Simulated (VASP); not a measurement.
# C in VASP: further runs, part 2 of 3

VASP 6.6.1.

## 3. Single point, RPBE

INCAR reads:

```
  PREC = Accurate
  ENCUT = 600
  EDIFF = 1E-6
  ISMEAR = 0
  SIGMA = 0.1
  LREAL = F
  LASPH = T
  NELM = 120
  ALGO = Normal
  ISIF = 2
  LWAVE = F
  LCHARG = F
  GGA = RP
  NBANDS = 11
  GGA_COMPAT = F
```

KPOINTS reads:

```
regular mesh
0
Gamma
  6 6 2
```

POSCAR reads:

```
C
1.0
    2.4561701622      0.0000000000      0.0000000000
   -1.2280850811      2.1271057565      0.0000000000
    0.0000000000      0.0000000000      8.5238033600
C
2
Direct
    0.3333333333      0.6666666667      0.0000000000
    0.6666666667      0.3333333333      0.0000000000
```

Potentials or basis: VASP PAW PBE potentials, release 64 (C).

Run with:

```bash
$ cat potpaw_PBE.64/C/POTCAR > POTCAR
$ mpirun -np 1 vasp_std > vasp.out
```

OUTCAR:

```text
PREC = Accurate
   ENCUT = 600
   EDIFF = 1E-6
   ISMEAR = 0
   LREAL = F
   LASPH = T
   NELM = 120
   ISIF = 2
   GGA = RP

 ion  position               nearest neighbor table
   1  0.333  0.667  0.000-   2 1.42   2 1.42   2 1.42
   2  0.667  0.333  0.000-   1 1.42   1 1.42   1 1.42

  LATTYP: Found a hexagonal cell.
 ALAT       =     2.4561701622
 C/A-ratio  =     3.4703635323

  Lattice vectors:

 A1 = (   2.4561701622,   0.0000000000,   0.0000000000)
 A2 = (  -1.2280850811,   2.1271057565,   0.0000000000)
 A3 = (   0.0000000000,   0.0000000000,   8.5238033600)

Analysis of symmetry for initial positions (statically):
=====================================================================
 Subroutine PRICEL returns:
 Original cell was already a primitive cell.

 Routine SETGRP: Setting up the symmetry group for a
 hexagonal supercell.

 Subroutine GETGRP returns: Found 24 space group operations
 (whereof 24 operations were pure point group operations)
 out of a pool of 24 trial point group operations.

The static configuration has the point symmetry D_6h.

Analysis of symmetry for dynamics (positions and initial velocities):
=====================================================================
 Subroutine PRICEL returns:
 Original cell was already a primitive cell.

 Routine SETGRP: Setting up the symmetry group for a
 hexagonal supercell.

 Subroutine GETGRP returns: Found 24 space group operations
 (whereof 24 operations were pure point group operations)
 out of a pool of 24 trial point group operations.

The dynamic configuration has the point symmetry D_6h.

 Subroutine INISYM returns: Found 24 space group operations
 (whereof 24 operations are pure point group operations),
 and found     1 'primitive' translations

----------------------------------------------------------------------------------------

                                     Primitive cell

  volume of cell :      44.5329

  direct lattice vectors                    reciprocal lattice vectors
     2.456170162  0.000000000  0.000000000     0.407137916  0.235061185  0.000000000
    -1.228085081  2.127105756  0.000000000     0.000000000  0.470122370  0.000000000
     0.000000000  0.000000000  8.523803360     0.000000000  0.000000000  0.117318521

  length of vectors
     2.456170162  2.456170162  8.523803360     0.470122370  0.470122370  0.117318521

  position of ions in fractional coordinates (direct lattice)
     0.333333333  0.666666667  0.000000000
     0.666666667  0.333333333  0.000000000

  ion indices of the primitive-cell ions
   primitive index   ion index
                 1           1
                 2           2

----------------------------------------------------------------------------------------

 KPOINTS: regular mesh

Automatic generation of k-mesh.
 Grid dimensions read from file:
 generate k-points for:    6    6    2

 Generating k-lattice:

  Cartesian coordinates                     Fractional coordinates (reciprocal lattice)
     0.067856319  0.039176864  0.000000000     0.166666667 -0.000000000  0.000000000
     0.000000000  0.078353728  0.000000000     0.000000000  0.166666667  0.000000000
[... 26 lines left out ...]
  0.166667  0.166667  0.500000      6.000000
  0.333333  0.166667  0.500000     12.000000
  0.333333  0.333333  0.500000      2.000000
   k-points           NKPTS =     14   k-points in BZ     NKDIM =     14   number of bands    NBANDS=     11
   number of dos      NEDOS =    301   number of ions     NIONS =      2
   total plane-waves  NPLWV =  28000
   dimension x,y,z NGX =    20 NGY =   20 NGZ =   70
   dimension x,y,z NGXF=    40 NGYF=   40 NGZF=  140
   ions per type =               2
   NGX,Y,Z   is equivalent  to a cutoff of  13.54, 13.54, 13.65 a.u.
   NGXF,Y,Z  is equivalent  to a cutoff of  27.07, 27.07, 27.31 a.u.
 SYSTEM =  unknown system
   PREC   = accura    normal or accurate (medium, high low for compatibility)
   ISTART =      0    job   : 0-new  1-cont  2-samecut
   ICHARG =      2    charge: 1-file 2-atom 10-const
   ISPIN  =      1    spin polarized calculation?
   LNONCOLLINEAR =      F non collinear calculations
   LSORBIT =      F    spin-orbit coupling
   LASPH  =      T    aspherical Exc in radial PAW
   ENCUT  =  600.0 eV  44.10 Ry    6.64 a.u.   4.91  4.91 17.02*2*pi/ulx,y,z
   NELM   =    120;   NELMIN=  2; NELMDL= -5     # of ELM steps
   EDIFF  = 0.1E-05   stopping-criterion for ELM
   LREAL  =      F    real-space projection
   EDIFFG = 0.1E-04   stopping-criterion for IOM
   NSW    =      0    number of steps for IOM
   IBRION =     -1    ionic relax: 0-MD 1-quasi-New 2-CG
   NFREE  =      0    steps in history (QN), initial steepest desc. (CG)
   ISIF   =      2    stress and relaxation
   ISYM   =      2    0-nonsym 1-usesym 2-fastsym
   POTIM  = 0.5000    time-step for ionic-motion
   TEBEG  =    0.0;   TEEND  =   0.0 temperature during run
   PSTRESS=    0.0 pullay stress
   NELECT =       8.0000    total number of electrons
   NUPDOWN=      -1.0000    fix difference up-down
   EMIN   =  10.00;   EMAX   =-10.00  energy-range for DOS
   EFERMI =   0.00;   METHOD = LEGACY
   ISMEAR =     0;   SIGMA  =   0.10  broadening in eV -4-tet -1-fermi 0-gaus
   EFERMI_NEDOS =   21; number of points for ismear=-14 and -15
   IALGO  =     38    algorithm
   IMIX   =      4    mixing-type and parameters
     AMIX     =   0.40;   BMIX     =  1.00
     AMIX_MAG =   1.60;   BMIX_MAG =  1.00
  volume/ion in A,a.u.               =      22.27       150.26
  Fermi-wavevector in a.u.,A,eV,Ry     =   0.923729  1.745594 11.609511  0.853275
  Thomas-Fermi vector in A             =   2.049397
   LORBIT       =      0    0 simple, 1 ext, 2 COOP (PROOUT), +10 PAW based schemes
   GGA     = RP    functional components
   LHFCALC =     F    Hartree Fock is set to
   AEXX    =    0.0000 exact exchange contribution
   IVDW    =     0    specifies the selected vdW correction
   LEPSILON=     F    determine dielectric tensor
   LRPA    =     F    only Hartree local field effects (RPA)
 non-spin polarized calculation
 Gauss-broadening in eV      SIGMA  =   0.10
  energy-cutoff  :      600.00
  volume of cell :       44.53
 maximum number of plane-waves:      1512
 NGX is ok and might be reduce to    20
   NGX =  9   NGY =  9   NGZ = 35

 number of electron       7.9999999 magnetization

 Free energy of the ion-electron system (eV)
  ---------------------------------------------------
  ext. energy  EPLUGINS =         0.00000000
  ---------------------------------------------------
  free energy    TOTEN  =       -17.58555068 eV

  energy without entropy =      -17.57928191  energy(sigma->0) =      -17.58241629

 E-fermi :  -0.5578     XC(G=0):  -4.9949

 val. band max:       -0.5578799964   @ k =   0.3333   0.3333   0.5000
 cond. band min:      -0.5577076828   @ k =   0.3333   0.3333   0.0000
 fundamental gap:      0.0001723137
 Fermi energy:        -0.5577938396

 k-point     1 :       0.0000    0.0000    0.0000
  band No.  band energies     occupation
      1     -20.2574      2.00000
      2      -8.2487      2.00000
      3      -3.5861      2.00000
      4      -3.5861      2.00000
      5       2.2303      0.00000
      6       4.4835      0.00000
      7       6.3789      0.00000
      8       7.8389      0.00000
      9       7.8389      0.00000
     10      11.0755      0.00000
     11      12.1242      0.00000
[... 169 lines left out ...]
 k-point    14 :       0.3333    0.3333    0.5000
  band No.  band energies     occupation
      1     -13.2667      2.00000
      2     -13.2667      2.00000
      3     -11.1975      2.00000
      4      -0.5579      1.00097
      5      -0.5579      1.00097
      6      10.1485      0.00000
      7      12.4760      0.00000
      8      12.4760      0.00000
      9      13.1866      0.00000
     10      13.8382      0.00000
     11      13.8382      0.00000

------------------------ aborting loop because EDIFF is reached ----------------------------------------

  FORCE on cell =-STRESS in cart. coord.  units (eV):
  Direction    XX          YY          ZZ          XY          YZ          ZX
  --------------------------------------------------------------------------------------
  -------------------------------------------------------------------------------------
  Total        1.2317486      1.2317486     -0.0424860      0.0000000      0.0000000      0.0000000
  in kB       44.3150967     44.3150967     -1.5285369      0.0000000      0.0000000      0.0000000
  external PRESSURE =      29.0338855 kB  Pullay stress =       0.0000000 kB

 VOLUME and BASIS-vectors are now :
 -----------------------------------------------------------------------------
  energy-cutoff  :      600.00
  volume of cell :       44.53
      direct lattice vectors                 reciprocal lattice vectors
     2.456170162  0.000000000  0.000000000     0.407137916  0.235061185  0.000000000
    -1.228085081  2.127105756  0.000000000     0.000000000  0.470122370  0.000000000
     0.000000000  0.000000000  8.523803360     0.000000000  0.000000000  0.117318521

 POSITION                                       TOTAL-FORCE (eV/Angst)
 -----------------------------------------------------------------------------------
     -0.00000      1.41807      0.00000        -0.000000      0.000000      0.000000
      1.22809      0.70904      0.00000         0.000000     -0.000000     -0.000000
 -----------------------------------------------------------------------------------
    total drift:                                0.000000     -0.000000     -0.000000

  FREE ENERGIE OF THE ION-ELECTRON SYSTEM (eV)
  ---------------------------------------------------
  free  energy   TOTEN  =       -17.5855506756 eV

  energy  without entropy=      -17.5792819071  energy(sigma->0) =      -17.58241629
```

OSZICAR:

```text
N       E                     dE             d eps       ncg     rms          rms(c)
DAV:   1     0.290483353341E+02    0.29048E+02   -0.42819E+03   308   0.680E+02
DAV:   2    -0.170793157165E+02   -0.46128E+02   -0.45037E+02   435   0.132E+02
DAV:   3    -0.188102095386E+02   -0.17309E+01   -0.17206E+01   411   0.258E+01
DAV:   4    -0.188245788685E+02   -0.14369E-01   -0.14367E-01   411   0.285E+00
DAV:   5    -0.188246804976E+02   -0.10163E-03   -0.10162E-03   397   0.209E-01    0.652E+00
DAV:   6    -0.179540344974E+02    0.87065E+00   -0.67013E-01   379   0.478E+00    0.389E+00
DAV:   7    -0.175989627178E+02    0.35507E+00   -0.95385E-01   363   0.567E+00    0.966E-01
DAV:   8    -0.175873511157E+02    0.11612E-01   -0.32961E-02   376   0.100E+00    0.133E-01
DAV:   9    -0.175853232250E+02    0.20279E-02   -0.10372E-03   366   0.193E-01    0.701E-02
DAV:  10    -0.175838562673E+02    0.14670E-02   -0.31040E-03   342   0.251E-01    0.467E-02
DAV:  11    -0.175852517093E+02   -0.13954E-02   -0.31197E-04   346   0.109E-01    0.201E-02
DAV:  12    -0.175854669672E+02   -0.21526E-03   -0.32434E-05   338   0.364E-02    0.581E-03
DAV:  13    -0.175855480170E+02   -0.81050E-04   -0.10549E-05   334   0.177E-02    0.260E-03
DAV:  14    -0.175855502925E+02   -0.22755E-05   -0.33200E-07   377   0.351E-03    0.374E-04
DAV:  15    -0.175855506756E+02   -0.38312E-06   -0.43737E-08   340   0.112E-03
   1 F= -.17585551E+02 E0= -.17582416E+02  d E =-.626877E-02
```

stdout:

```text
POSCAR found type information on POSCAR C
 POSCAR found :  1 types and       2 ions
 scaLAPACK will be used
 -----------------------------------------------------------------------------
|                                                                             |
|                                                                             |
|     You enforced a specific xc type in the INCAR file but a different       |
|     I HOPE YOU KNOW WHAT YOU ARE DOING!                                     |
|                                                                             |
 -----------------------------------------------------------------------------

 LDA part: xc-table for (Slater+PW92), standard interpolation
 POSCAR, INCAR and KPOINTS ok, starting setup
 FFT: planning ... GRIDC
 FFT: planning ... GRID_SOFT
 FFT: planning ... GRID
 WAVECAR not read
 entering main loop
```

Run time: 17 s. Hardware: 1 thread of Intel Xeon 8259CL, shared host; peak memory 0.16 GiB.

Results:

| Property | Result |
| --- | --- |
| Free energy | -17.5856 eV |
| Band gap on the k mesh | zero (filled and empty bands touch) |

Caveat: the k points lie up to 0.49 Å⁻¹ apart; the PAW data sets were made with another functional, which shifts forces and pressure a little.

(Continued in part 3 of 3.)
